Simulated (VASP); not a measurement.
# TaSi (zincblende type) (F-43m) in VASP: relaxation of cell and atoms with PBE

Aim: the relaxation of cell and atoms of TaSi (zincblende type) with PBE.

All numbers are computed with VASP 6.6.1; they aren't measurements. Logs are shortened: lines on timing, memory, paths and dates and some standing lists are left out, and cuts for length are marked.

### 1 The cell of the first run

The structure is cubic, space group F-43m (No. 216). The conventional cell has a = 5.790 Å, b = 5.790 Å, c = 5.790 Å, α = 90.00°, β = 90.00°, γ = 90.00°. Ta (site symmetry -43m) has 4 Si at 2.51 Å within 3.3 Å. Within 3.3 Å of Si (site symmetry -43m) lie 4 Ta at 2.51 Å.

### 2 Relaxation of cell and atoms, PBE, target pressure -0.95 GPa, at which the enthalpy is minimised

INCAR

```
SYSTEM = TaSi
PREC     = Accurate       ! precision mode
ENCUT    = 600            ! plane-wave cutoff, eV
EDIFF    = 1E-6           ! SCF threshold, eV
ISMEAR   = -1             ! smearing method
SIGMA    = 0.05           ! smearing width, eV
LREAL    = .False.        ! projectors in reciprocal space
LASPH    = .True.         ! aspherical terms in the spheres
NELM     = 100            ! most SCF steps
ALGO     = Normal         ! electronic algorithm
ISIF     = 3              ! what is computed and relaxed
LWAVE    = .False.        ! write WAVECAR
LCHARG   = .False.        ! write CHGCAR
GGA      = PE             ! functional
IBRION   = 2              ! ionic algorithm
NSW      = 32             ! ionic steps
EDIFFG   = -0.005         ! ionic threshold
PSTRESS  = -9.5
```

KPOINTS

```
regular mesh
0
Gamma
  11 11 11
  0 0 0
```

POSCAR

```
TaSi
1.0
    0.0000000000      2.8949381328      2.8949381328
    2.8949381328      0.0000000000      2.8949381328
    2.8949381328      2.8949381328      0.0000000000
Ta Si
1 1
Direct
    0.0000000000      0.0000000000      0.0000000000
    0.2500000000      0.2500000000      0.2500000000
```

Potentials or basis: VASP PAW PBE potentials, release 64 (Ta_pv, Si).

On the command line:

```
> cat potpaw_PBE.64/Ta_pv/POTCAR potpaw_PBE.64/Si/POTCAR > POTCAR
> mpirun -np 1 vasp_std > vasp.out
```

OUTCAR:

```text
SYSTEM = TaSi
   PREC = Accurate
   ENCUT = 600
   EDIFF = 1E-6
   ISMEAR = -1
   LREAL = .False.
   LASPH = .True.
   NELM = 100
   ISIF = 3
   GGA = PE
   IBRION = 2
   NSW = 32
   EDIFFG = -0.005
   PSTRESS = -9.5

 ion  position               nearest neighbor table
   1  0.000  0.000  0.000-   2 2.51   2 2.51   2 2.51   2 2.51
   2  0.250  0.250  0.250-   1 2.51   1 2.51   1 2.51   1 2.51

  LATTYP: Found a face centered cubic cell.
 ALAT       =     5.7898762656

  Lattice vectors:

 A1 = (   0.0000000000,   2.8949381328,   2.8949381328)
 A2 = (   2.8949381328,   0.0000000000,   2.8949381328)
 A3 = (   2.8949381328,   2.8949381328,   0.0000000000)

Analysis of symmetry for initial positions (statically):
=====================================================================
 Subroutine PRICEL returns:
 Original cell was already a primitive cell.

 Routine SETGRP: Setting up the symmetry group for a
 face centered cubic supercell.

 Subroutine GETGRP returns: Found 24 space group operations
 (whereof 24 operations were pure point group operations)
 out of a pool of 48 trial point group operations.

The static configuration has the point symmetry T_d .

Analysis of symmetry for dynamics (positions and initial velocities):
=====================================================================
 Subroutine PRICEL returns:
 Original cell was already a primitive cell.

 Routine SETGRP: Setting up the symmetry group for a
 face centered cubic supercell.

 Subroutine GETGRP returns: Found 24 space group operations
 (whereof 24 operations were pure point group operations)
 out of a pool of 48 trial point group operations.

The dynamic configuration has the point symmetry T_d .

 Subroutine INISYM returns: Found 24 space group operations
 (whereof 24 operations are pure point group operations),
 and found     1 'primitive' translations

----------------------------------------------------------------------------------------

                                     Primitive cell

  volume of cell :      48.5230

  direct lattice vectors                    reciprocal lattice vectors
     0.000000000  2.894938133  2.894938133    -0.172715263  0.172715263  0.172715263
     2.894938133  0.000000000  2.894938133     0.172715263 -0.172715263  0.172715263
     2.894938133  2.894938133  0.000000000     0.172715263  0.172715263 -0.172715263

  length of vectors
     4.094060770  4.094060770  4.094060770     0.299151610  0.299151610  0.299151610

  position of ions in fractional coordinates (direct lattice)
     0.000000000  0.000000000  0.000000000
     0.250000000  0.250000000  0.250000000

  ion indices of the primitive-cell ions
   primitive index   ion index
                 1           1
                 2           2

----------------------------------------------------------------------------------------

 KPOINTS: regular mesh

Automatic generation of k-mesh.
 Grid dimensions read from file:
 generate k-points for:   11   11   11

 Generating k-lattice:

  Cartesian coordinates                     Fractional coordinates (reciprocal lattice)
    -0.015701388  0.015701388  0.015701388     0.090909091  0.000000000  0.000000000
     0.015701388 -0.015701388  0.015701388     0.000000000  0.090909091  0.000000000
     0.015701388  0.015701388 -0.015701388     0.000000000  0.000000000  0.090909091

  Length of vectors
     0.027195601  0.027195601  0.027195601

  Shift w.r.t. Gamma in fractional coordinates (k-lattice)
     0.000000000  0.000000000  0.000000000

 Subroutine IBZKPT returns following result:
 ===========================================

 Found     56 irreducible k-points:

 Following reciprocal coordinates:
            Coordinates               Weight
  0.000000  0.000000  0.000000      1.000000
  0.090909  0.000000  0.000000      8.000000
  0.181818  0.000000  0.000000      8.000000
  0.272727  0.000000  0.000000      8.000000
  0.363636  0.000000  0.000000      8.000000
  0.454545  0.000000  0.000000      8.000000
[... 16 lines left out ...]
 -0.272727  0.181818  0.000000     24.000000
 -0.181818  0.181818  0.000000     12.000000
 [... further k-points ...]
   k-points           NKPTS =     56   k-points in BZ     NKDIM =     56   number of bands    NBANDS=     11
   number of dos      NEDOS =    301   number of ions     NIONS =      2
   total plane-waves  NPLWV =  46656
   dimension x,y,z NGX =    36 NGY =   36 NGZ =   36
   dimension x,y,z NGXF=    72 NGYF=   72 NGZF=   72
   ions per type =               1   1
   NGX,Y,Z   is equivalent  to a cutoff of  14.62, 14.62, 14.62 a.u.
   NGXF,Y,Z  is equivalent  to a cutoff of  29.24, 29.24, 29.24 a.u.
 SYSTEM =  TaSi
   PREC   = accura    normal or accurate (medium, high low for compatibility)
   ISTART =      0    job   : 0-new  1-cont  2-samecut
   ICHARG =      2    charge: 1-file 2-atom 10-const
   ISPIN  =      1    spin polarized calculation?
   LNONCOLLINEAR =      F non collinear calculations
   LSORBIT =      F    spin-orbit coupling
   LASPH  =      T    aspherical Exc in radial PAW
   ENCUT  =  600.0 eV  44.10 Ry    6.64 a.u.   8.18  8.18  8.18*2*pi/ulx,y,z
   NELM   =    100;   NELMIN=  2; NELMDL= -5     # of ELM steps
   EDIFF  = 0.1E-05   stopping-criterion for ELM
   LREAL  =      F    real-space projection
   EDIFFG = -.5E-02   stopping-criterion for IOM
   NSW    =     32    number of steps for IOM
   IBRION =      2    ionic relax: 0-MD 1-quasi-New 2-CG
   NFREE  =      1    steps in history (QN), initial steepest desc. (CG)
   ISIF   =      3    stress and relaxation
   ISYM   =      2    0-nonsym 1-usesym 2-fastsym
   POTIM  = 0.5000    time-step for ionic-motion
   TEBEG  =    0.0;   TEEND  =   0.0 temperature during run
   PSTRESS=   -9.5 pullay stress
   NELECT =      15.0000    total number of electrons
   NUPDOWN=      -1.0000    fix difference up-down
   EMIN   =  10.00;   EMAX   =-10.00  energy-range for DOS
   EFERMI =   0.00;   METHOD = LEGACY
   ISMEAR =    -1;   SIGMA  =   0.05  broadening in eV -4-tet -1-fermi 0-gaus
   EFERMI_NEDOS =   21; number of points for ismear=-14 and -15
   IALGO  =     38    algorithm
   IMIX   =      4    mixing-type and parameters
     AMIX     =   0.40;   BMIX     =  1.00
     AMIX_MAG =   1.60;   BMIX_MAG =  1.00
  volume/ion in A,a.u.               =      24.26       163.72
  Fermi-wavevector in a.u.,A,eV,Ry     =   1.106936  2.091806 16.671327  1.225308
  Thomas-Fermi vector in A             =   2.243444
   LORBIT       =      0    0 simple, 1 ext, 2 COOP (PROOUT), +10 PAW based schemes
   GGA     = PE    functional components
   LHFCALC =     F    Hartree Fock is set to
   AEXX    =    0.0000 exact exchange contribution
   IVDW    =     0    specifies the selected vdW correction
   LEPSILON=     F    determine dielectric tensor
   LRPA    =     F    only Hartree local field effects (RPA)
 conjugate gradient relaxation of ions
 non-spin polarized calculation
  energy-cutoff  :      600.00
  volume of cell :       48.52
 maximum number of plane-waves:      1639
 NGX is ok and might be reduce to    36
   NGX = 17   NGY = 17   NGZ = 17

--------------------------------------- Ionic step        1  -------------------------------------------

 number of electron      15.0000001 magnetization

 Free energy of the ion-electron system (eV)
  ---------------------------------------------------
  ext. energy  EPLUGINS =         0.00000000
  ---------------------------------------------------
  free energy    TOTEN  =       -15.18952036 eV

  energy without entropy =      -15.17542674  energy(sigma->0) =      -15.18247355

------------------------ aborting loop because EDIFF is reached ----------------------------------------

  FORCE on cell =-STRESS in cart. coord.  units (eV):
  Direction    XX          YY          ZZ          XY          YZ          ZX
  --------------------------------------------------------------------------------------
  -------------------------------------------------------------------------------------
  Total       -0.2750628     -0.2750628     -0.2750628     -0.0000000      0.0000000      0.0000000
  in kB       -9.0822729     -9.0822729     -9.0822729     -0.0000000      0.0000000      0.0000000
  external PRESSURE =       0.4177271 kB  Pullay stress =      -9.5000000 kB
[... 61 lines left out ...]
  enthalpy is  TOTEN    =       -15.4772303995 eV   P V=       -0.2879774023

--------------------------------------- Ionic step        3  -------------------------------------------

 number of electron      15.0000001 magnetization

 Free energy of the ion-electron system (eV)
  ---------------------------------------------------
  ext. energy  EPLUGINS =         0.00000000
  ---------------------------------------------------
  free energy    TOTEN  =       -15.18939921 eV

  energy without entropy =      -15.17530529  energy(sigma->0) =      -15.18235225

 E-fermi :   3.5527     XC(G=0):  -9.8224

 val. band max:        3.5174236421   @ k =   0.1818   0.1818   0.0000
 cond. band min:       3.6041897178   @ k =  -0.4545   0.2727   0.0909
 fundamental gap:      0.0867660758
 Fermi energy:         3.5526827321

 k-point     1 :       0.0000    0.0000    0.0000
  band No.  band energies     occupation
      1     -31.2829      2.00000
      2     -31.2829      2.00000
      3     -31.2829      2.00000
      4      -5.4635      2.00000
      5       1.3713      2.00000
      6       1.3713      2.00000
      7       1.3713      2.00000
      8       4.1211      0.00002
      9       4.1211      0.00002
     10       8.1347      0.00000
     11      10.3643      0.00000
[... 309 lines left out ...]
 k-point    24 :      -0.1818    0.1818    0.0000
  band No.  band energies     occupation
      1     -31.3032      2.00000
      2     -31.2917      2.00000
      3     -31.2860      2.00000
      4      -4.4816      2.00000
      5       0.5893      2.00000
      6       1.5539      2.00000
      7       1.7885      2.00000
      8       3.6988      0.10207
      9       4.4320      0.00000
     10       6.4275      0.00000
     11       8.0860      0.00000

 [... further k-points ...]
[... 5 lines left out ...]
  --------------------------------------------------------------------------------------
  -------------------------------------------------------------------------------------
  Total       -0.2916139     -0.2916139     -0.2916139      0.0000000      0.0000000      0.0000000
  in kB       -9.6246984     -9.6246984     -9.6246984      0.0000000      0.0000000      0.0000000
  external PRESSURE =      -0.1246984 kB  Pullay stress =      -9.5000000 kB
[... 17 lines left out ...]
  FREE ENERGIE OF THE ION-ELECTRON SYSTEM (eV)
  ---------------------------------------------------
  free  energy   TOTEN  =       -15.1893992095 eV

  energy  without entropy=      -15.1753052942  energy(sigma->0) =      -15.18235225

  enthalpy is  TOTEN    =       -15.4772349379 eV   P V=       -0.2878357284

 reached required accuracy - stopping structural energy minimisation
```

Wall time 1.9 min (1 thread of Intel Xeon 8259CL, shared host); peak memory 0.23 GiB.

What came out:

- Free energy: -15.1894 eV
- Relaxed volume: 24.27 Å³/atom
- Relaxed cell: a = 4.095 Å, b = 4.095 Å, c = 4.095 Å, α = 60.00°, β = 60.00°, γ = 60.00°
- Space group after relaxing (to 0.1 Å): F-43m (No. 216)
- Energy change on relaxing (the run minimises the enthalpy): +0.1 meV/atom
- Ionic steps: 3
- Pressure after relaxing: -1.0 GPa
- Band gap on the k mesh: zero (an odd number of electrons rules out a gap without spin polarisation)

Step by step:
| step | energy change (eV) | largest force (eV/Å) | pressure (GPa) | volume (Å³) |
| --- | --- | --- | --- | --- |
| 1 | 0.0000 | 0.0000 | -0.91 | 48.52 |
| 2 | 0.0003 | 0.0000 | -1.00 | 48.57 |
| 3 | 0.0001 | 0.0000 | -0.96 | 48.54 |

Final structure:
```cif
data_structure
_symmetry_space_group_name_H-M 'P 1'
_symmetry_Int_Tables_number 1
_cell_length_a 4.0946
_cell_length_b 4.0946
_cell_length_c 4.0946
_cell_angle_alpha 60.000
_cell_angle_beta 60.000
_cell_angle_gamma 60.000
_cell_volume 48.54
loop_
_atom_site_label
_atom_site_type_symbol
_atom_site_fract_x
_atom_site_fract_y
_atom_site_fract_z
_atom_site_occupancy
Ta1 Ta 0.00000 0.00000 0.00000 1
Si1 Si 0.25000 0.25000 0.25000 1
```

Levels at points of the mesh, in eV from the Fermi level:
```tsv
k point	band 5	band 6	band 7	band 8	band 9	band 10
(0.00, 0.00, 0.00)	-2.18	-2.18	-2.18	0.57	0.57	4.58
```

Caveat: the cell is relaxed towards a set pressure, so the run minimises the enthalpy, not the energy; spin-orbit coupling is left out, which moves the levels of the heavy elements.

The gap in the log of VASP goes by the Fermi energy; the results here count the filled bands.